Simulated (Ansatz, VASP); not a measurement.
# ZnS in VASP and in Ansatz

Contents of INCAR:

```
SYSTEM = ZnS
  ALGO = Normal
  EDIFF = 1E-6
  ENCUT = 500
  GGA_COMPAT = .FALSE.
  ISIF = 2
  ISMEAR = 0
  LASPH = .TRUE.
  LCHARG = .FALSE.
  LDAU = .TRUE.
  LDAUJ = 0 0
  LDAUL = 2 -1
  LDAUPRINT = 1
  LDAUTYPE = 2
  LDAUU = 2 0
  LREAL = .FALSE.
  LWAVE = .FALSE.
  NBANDS = 36
  NELM = 200
  PREC = Accurate
  SIGMA = 0.01
```

The input KPOINTS:

```
k-points
0
G
  6 6 6
  0 0 0
```

The input POSCAR:

```
ZnS
1.0
    1.9030710000      1.0987385541      9.3519480000
   -1.9030710000      1.0987385541      9.3519480000
    0.0000000000     -2.1974771083      9.3519480000
Zn S
3 3
Direct
    0.9999706667      0.9999706667      0.9999706667
    0.2222690000      0.2222690000      0.2222690000
    0.4446133333      0.4446133333      0.4446133333
    0.0832670000      0.0832670000      0.0832670000
    0.5278423333      0.5278423333      0.5278423333
    0.3053630000      0.3053630000      0.3053630000
```

Input for Ansatz:

```yaml
crystal:
  lattice:
    a: 3.806142
    b: 3.806142
    c: 28.055844
    alpha: 90.0
    beta: 90.0
    gamma: 120.0
  space_group: 160
  atoms:
    - { symbol: Zn, position: [0.6666666666666666, 0.3333333333333333, 0.333304] }
    - { symbol: Zn, position: [0.0, 0.0, 0.222269] }
    - { symbol: Zn, position: [0.3333333333333333, 0.6666666666666666, 0.11128] }
    - { symbol: S, position: [0.0, 0.0, 0.083267] }
    - { symbol: S, position: [0.3333333333333333, 0.6666666666666666, 0.194509] }
    - { symbol: S, position: [0.0, 0.0, 0.305363] }
  reduce_to_primitive: true
basis:
  ecutwfc: 450.0
kpoints:
  mp_grid:
    grid: [6, 6, 6]
    shift: [0.0, 0.0, 0.0]
hamiltonian:
  xc: lda
  hubbard:
    - { species: Zn, l: d, u_eff: 2.0 }
scf:
  occupations:
    method: fixed
output:
  eigenvalues: true
```

Alike in both runs: task single point; functional LDA; k mesh 6 × 6 × 6; no spin polarisation; Hubbard terms Zn d U = 2.0 eV.

|  | VASP | Ansatz |
| --- | --- | --- |
| version | VASP 6.6.1 | Ansatz 0.2.0 |
| potentials or method | VASP PAW LDA potentials, release 64 (Zn, S), cutoff 500 eV | plane waves, PAW |
| occupations | gaussian, width 0.01 eV | fixed |
| valence electrons in the cell | 54 | 54 |

VASP gave:

* gap on the k mesh at the Fermi level (eV): 2.10

What did Ansatz give for the same quantities?

gap on the k mesh at the Fermi level (eV): 2.02.

LDA's correlation is that of Perdew and Zunger in VASP and of Perdew and Wang (1992) in Ansatz. The programs project onto different local orbitals, so the same U acts differently, and such runs can settle in different states.
